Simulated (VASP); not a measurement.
# CuO (P6_3mc) in VASP: further runs

Aim: see how the results for CuO move with the level of theory and the settings. Levels: PBE, LDA. Tasks: single point.

All numbers are computed with VASP 6.6.1; they aren't measurements. Logs are shortened: lines on timing, memory, paths and dates and some standing lists are left out, and cuts for length are marked.

**1. The cell of the first run**

It takes space group P6_3mc (No. 186, hexagonal). Conventional cell: a = 3.288 Å, b = 3.288 Å, c = 5.385 Å, α = 90.00°, β = 90.00°, γ = 120.00°. Within 2.7 Å of Cu (site symmetry 3m) lie 4 O at 2.01 to 2.02 Å. Within 2.7 Å of O (site symmetry 3m) lie 4 Cu at 2.01 to 2.02 Å.

**2. Single point, PBE**

INCAR reads:

```
PREC     = Accurate       # precision mode
ENCUT    = 520            # plane-wave cutoff, eV
EDIFF    = 1E-6           # SCF threshold, eV
ISMEAR   = -1             # smearing method
SIGMA    = 0.05           # smearing width, eV
LREAL    = False          # projectors in reciprocal space
LASPH    = True           # aspherical terms in the spheres
NELM     = 60             # most SCF steps
ALGO     = Normal         # electronic algorithm
ISIF     = 2              # what is computed and relaxed
LWAVE    = False          # write WAVECAR
LCHARG   = True           # write CHGCAR
GGA      = PE             # functional
LELF     = True           # ELF
LVHAR    = True         
NBANDS   = 25             # bands
```

KPOINTS reads:

```
Automatic mesh
0
Gamma
  3 3 2
```

POSCAR reads:

```
CuO
1.0
    3.2880244300      0.0000000000      0.0000000000
   -1.6440122100      2.8475126800      0.0000000000
    0.0000000000      0.0000000000      5.3850248600
Cu O
2 2
Direct
    0.6666666667      0.3333333333      0.0000000000
    0.3333333333      0.6666666667      0.5000000000
    0.6666666667      0.3333333333      0.6252000000
    0.3333333333      0.6666666667      0.1252000000
```

Potentials or basis: VASP PAW PBE potentials, release 64 (Cu, O).

Started as:

```console
cat potpaw_PBE.64/Cu/POTCAR potpaw_PBE.64/O/POTCAR > POTCAR
mpirun -np 1 vasp_std > vasp.out
```

OUTCAR:

```text
PREC = Accurate
   ENCUT = 520
   EDIFF = 1E-6
   ISMEAR = -1
   LREAL = False
   LASPH = True
   NELM = 60
   ISIF = 2
   GGA = PE

 ion  position               nearest neighbor table
   1  0.667  0.333  0.000-   4 2.01   4 2.01   4 2.01   3 2.02
   2  0.333  0.667  0.500-   3 2.01   3 2.01   3 2.01   4 2.02
   3  0.667  0.333  0.625-   2 2.01   2 2.01   2 2.01   1 2.02
   4  0.333  0.667  0.125-   1 2.01   1 2.01   1 2.01   2 2.02

  LATTYP: Found a hexagonal cell.
 ALAT       =     3.2880244300
 C/A-ratio  =     1.6377691148

  Lattice vectors:

 A1 = (   3.2880244300,   0.0000000000,   0.0000000000)
 A2 = (  -1.6440122100,   2.8475126800,   0.0000000000)
 A3 = (   0.0000000000,   0.0000000000,   5.3850248600)

Analysis of symmetry for initial positions (statically):
=====================================================================
 Subroutine PRICEL returns:
 Original cell was already a primitive cell.

 Routine SETGRP: Setting up the symmetry group for a
 hexagonal supercell.

 Subroutine GETGRP returns: Found 12 space group operations
 (whereof  6 operations were pure point group operations)
 out of a pool of 24 trial point group operations.

The static configuration has the point symmetry C_3v.
 The point group associated with its full space group is C_6v.

Analysis of symmetry for dynamics (positions and initial velocities):
=====================================================================
 Subroutine PRICEL returns:
 Original cell was already a primitive cell.

 Routine SETGRP: Setting up the symmetry group for a
 hexagonal supercell.

 Subroutine GETGRP returns: Found 12 space group operations
 (whereof  6 operations were pure point group operations)
 out of a pool of 24 trial point group operations.

The dynamic configuration has the point symmetry C_3v.
 The point group associated with its full space group is C_6v.

 Subroutine INISYM returns: Found 12 space group operations
 (whereof  6 operations are pure point group operations),
 and found     1 'primitive' translations

----------------------------------------------------------------------------------------

                                     Primitive cell

  volume of cell :      50.4183

[... 67 lines left out ...]
   ISPIN  =      1    spin polarized calculation?
   LNONCOLLINEAR =      F non collinear calculations
   LSORBIT =      F    spin-orbit coupling
   LASPH  =      T    aspherical Exc in radial PAW
   ENCUT  =  520.0 eV  38.22 Ry    6.18 a.u.   6.11  6.11 10.01*2*pi/ulx,y,z
   NELM   =     60;   NELMIN=  2; NELMDL= -5     # of ELM steps
   EDIFF  = 0.1E-05   stopping-criterion for ELM
   LREAL  =      F    real-space projection
   EDIFFG = 0.1E-04   stopping-criterion for IOM
   NSW    =      0    number of steps for IOM
   IBRION =     -1    ionic relax: 0-MD 1-quasi-New 2-CG
   NFREE  =      0    steps in history (QN), initial steepest desc. (CG)
   ISIF   =      2    stress and relaxation
   ISYM   =      2    0-nonsym 1-usesym 2-fastsym
   POTIM  = 0.5000    time-step for ionic-motion
   TEBEG  =    0.0;   TEEND  =   0.0 temperature during run
   PSTRESS=    0.0 pullay stress
   NELECT =      34.0000    total number of electrons
   NUPDOWN=      -1.0000    fix difference up-down
   EMIN   =  10.00;   EMAX   =-10.00  energy-range for DOS
   EFERMI =   0.00;   METHOD = LEGACY
   ISMEAR =    -1;   SIGMA  =   0.05  broadening in eV -4-tet -1-fermi 0-gaus
   EFERMI_NEDOS =   21; number of points for ismear=-14 and -15
   IALGO  =     38    algorithm
   IMIX   =      4    mixing-type and parameters
     AMIX     =   0.40;   BMIX     =  1.00
     AMIX_MAG =   1.60;   BMIX_MAG =  1.00
  volume/ion in A,a.u.               =      12.60        85.06
  Fermi-wavevector in a.u.,A,eV,Ry     =   1.435616  2.712921 28.041522  2.060994
  Thomas-Fermi vector in A             =   2.554895
   LORBIT       =      0    0 simple, 1 ext, 2 COOP (PROOUT), +10 PAW based schemes
   GGA     = PE    functional components
   LHFCALC =     F    Hartree Fock is set to
   AEXX    =    0.0000 exact exchange contribution
   IVDW    =     0    specifies the selected vdW correction
   LEPSILON=     F    determine dielectric tensor
   LRPA    =     F    only Hartree local field effects (RPA)
 non-spin polarized calculation
  energy-cutoff  :      520.00
  volume of cell :       50.42
 maximum number of plane-waves:      1368
   NGX = 13   NGY = 13   NGZ = 21

 number of electron      34.0000003 magnetization

 Free energy of the ion-electron system (eV)
  ---------------------------------------------------
  ext. energy  EPLUGINS =         0.00000000
  ---------------------------------------------------
  free energy    TOTEN  =       -19.03085675 eV

  energy without entropy =      -18.99836988  energy(sigma->0) =      -19.01461331

 E-fermi :   3.1606     XC(G=0): -10.5563

 val. band max:        3.1265823542   @ k =   0.0000   0.0000   0.0000
 cond. band min:       3.2131592340   @ k =   0.3333   0.0000   0.0000
 fundamental gap:      0.0865768798
 Fermi energy:         3.1606059186

 k-point     1 :       0.0000    0.0000    0.0000
  band No.  band energies     occupation
      1     -15.1871      2.00000
      2     -14.6426      2.00000
      3      -2.2740      2.00000
      4      -1.2187      2.00000
      5      -1.2187      2.00000
      6      -1.1930      2.00000
[... 157 lines left out ...]
     24      11.9152      0.00000
     25      18.5695      0.00000

------------------------ aborting loop because EDIFF is reached ----------------------------------------

  FORCE on cell =-STRESS in cart. coord.  units (eV):
  Direction    XX          YY          ZZ          XY          YZ          ZX
  --------------------------------------------------------------------------------------
  -------------------------------------------------------------------------------------
  Total       -2.9439049     -2.9439049     -2.4418431     -0.0000000     -0.0000000      0.0000000
  in kB      -93.5504639    -93.5504636    -77.5961053     -0.0000002     -0.0000000      0.0000000
  external PRESSURE =     -88.2323443 kB  Pullay stress =       0.0000000 kB

 VOLUME and BASIS-vectors are now :
 -----------------------------------------------------------------------------
  energy-cutoff  :      520.00
  volume of cell :       50.42
      direct lattice vectors                 reciprocal lattice vectors
     3.288024430  0.000000000  0.000000000     0.304133993  0.175591843  0.000000000
    -1.644012210  2.847512680  0.000000000     0.000000000  0.351183686  0.000000000
     0.000000000  0.000000000  5.385024860     0.000000000  0.000000000  0.185700164

 POSITION                                       TOTAL-FORCE (eV/Angst)
 -----------------------------------------------------------------------------------
      1.64401      0.94917      0.00000         0.000000     -0.000000     -0.076127
      0.00000      1.89834      2.69251         0.000000      0.000000     -0.076127
      1.64401      0.94917      3.36672         0.000000     -0.000000      0.076127
      0.00000      1.89834      0.67421        -0.000000      0.000000      0.076127
 -----------------------------------------------------------------------------------
    total drift:                               -0.000000     -0.000000     -0.001010

  FREE ENERGIE OF THE ION-ELECTRON SYSTEM (eV)
  ---------------------------------------------------
  free  energy   TOTEN  =       -19.0308567454 eV

  energy  without entropy=      -18.9983698839  energy(sigma->0) =      -19.01461331
```

OSZICAR:

```text
N       E                     dE             d eps       ncg     rms          rms(c)
DAV:   1     0.311788237734E+03    0.31179E+03   -0.15952E+04   300   0.202E+03
DAV:   2     0.172579256773E+02   -0.29453E+03   -0.27122E+03   324   0.385E+02
DAV:   3    -0.236662507447E+02   -0.40924E+02   -0.38802E+02   371   0.161E+02
DAV:   4    -0.251424513441E+02   -0.14762E+01   -0.14661E+01   390   0.322E+01
DAV:   5    -0.251701602347E+02   -0.27709E-01   -0.27676E-01   366   0.383E+00    0.167E+01
DAV:   6    -0.230151178431E+02    0.21550E+01   -0.38128E+01   418   0.145E+02    0.146E+01
DAV:   7    -0.189027113408E+02    0.41124E+01   -0.10140E+01   355   0.116E+02    0.247E+00
DAV:   8    -0.190726236596E+02   -0.16991E+00   -0.20691E+00   332   0.900E+00    0.153E+00
DAV:   9    -0.190448368520E+02    0.27787E-01   -0.92030E-02   522   0.662E+00    0.919E-01
DAV:  10    -0.190319593747E+02    0.12877E-01   -0.19750E-02   477   0.298E+00    0.532E-01
DAV:  11    -0.190306733243E+02    0.12861E-02   -0.13804E-02   426   0.980E-01    0.753E-02
DAV:  12    -0.190306944107E+02   -0.21086E-04   -0.44425E-04   365   0.217E-01    0.717E-02
DAV:  13    -0.190308837578E+02   -0.18935E-03   -0.22909E-04   318   0.113E-01    0.505E-02
DAV:  14    -0.190308609949E+02    0.22763E-04   -0.19448E-05   478   0.167E-01    0.253E-02
DAV:  15    -0.190308570291E+02    0.39658E-05   -0.25766E-05   373   0.457E-02    0.787E-03
DAV:  16    -0.190308567454E+02    0.28364E-06   -0.29172E-06   320   0.335E-02
   1 F= -.19030857E+02 E0= -.19014613E+02  d E =-.324869E-01
```

Wall time 9.3 s (1 thread of AMD EPYC 7R13 (Zen 3), shared host); peak memory 0.12 GiB.

Results:

- Free energy: -19.0309 eV
- Pressure: -8.8 GPa
- Largest force: 0.076 eV/Å
- Band gap on the k mesh: zero (bands 17 and 18 overlap by 1.32 eV)

Forces in eV/Å, atoms in the order of the input:
```
Cu   0.000  0.000 -0.076
Cu   0.000  0.000 -0.076
O    0.000  0.000  0.076
O    0.000  0.000  0.076
```

Caveat: the k points lie up to 0.74 Å⁻¹ apart, too coarse for converged energies and pressures of a metal; semilocal functionals often make such compounds metallic where correlation or magnetic order opens a gap, which also shifts bond lengths. With open d or f shells a metallic result of PBE can be an artefact of self-interaction; +U or a hybrid may open a gap.

**3. Single point, LDA**

This run uses another cell than the first one, of 10.53 Å³/atom.

INCAR reads:

```
SYSTEM = CuO
  PREC = Accurate
  ENCUT = 520
  EDIFF = 1E-7
  ISMEAR = -1
  SIGMA = 0.05
  LREAL = .False.
  LASPH = .True.
  NELM = 60
  ALGO = Normal
  ISIF = 2
  LWAVE = .False.
  LCHARG = .False.
  GGA = CA
  NBANDS = 25
```

KPOINTS reads:

```
Automatic mesh
0
Gamma
  9 9 5
  0 0 0
```

POSCAR reads:

```
CuO
1.0
    3.0322264366     -0.0000000027      0.0000000000
   -1.5161132160      2.6259851255      0.0000000000
    0.0000000000      0.0000000000      5.2882935169
Cu O
2 2
Direct
    0.6666666667      0.3333333333     -0.0108440332
    0.3333333333      0.6666666667      0.4891559668
    0.6666666667      0.3333333333      0.6360440332
    0.3333333333      0.6666666667      0.1360440332
```

Potentials or basis: VASP PAW LDA potentials, release 64 (Cu, O).

Started as:

```console
cat potpaw_LDA.64/Cu/POTCAR potpaw_LDA.64/O/POTCAR > POTCAR
mpirun -np 1 vasp_std > vasp.out
```

Run time: 32 s. Hardware: 1 thread of AMD EPYC 7R13 (Zen 3), shared host; peak memory 0.13 GiB.

The run converged. Its results:

```
Free energy            : -22.6846 eV
Pressure               : 1.0 GPa
Largest force          : 0.010 eV/Å
Band gap on the k mesh : zero (bands 17 and 18 overlap by 1.46 eV)
```

Forces on the atoms (eV/Å):
```
Cu   0.000  0.000  0.010
Cu   0.000  0.000  0.010
O    0.000  0.000 -0.010
O    0.000  0.000 -0.010
```

Stress tensor (GPa, compression positive):
```
0.86 0.00 0.00
0.00 0.86 0.00
0.00 0.00 1.19
```

Levels at points of the mesh, in eV from the Fermi level:
```tsv
k point	band 15	band 16	band 17	band 18	band 19	band 20
(0.00, 0.00, 0.00)	-0.21	0.64	0.84	0.84	1.35	6.54
```

Caveat: semilocal functionals often make such compounds metallic where correlation or magnetic order opens a gap, which also shifts bond lengths. With open d or f shells a metallic result of LDA can be an artefact of self-interaction; +U or a hybrid may open a gap.
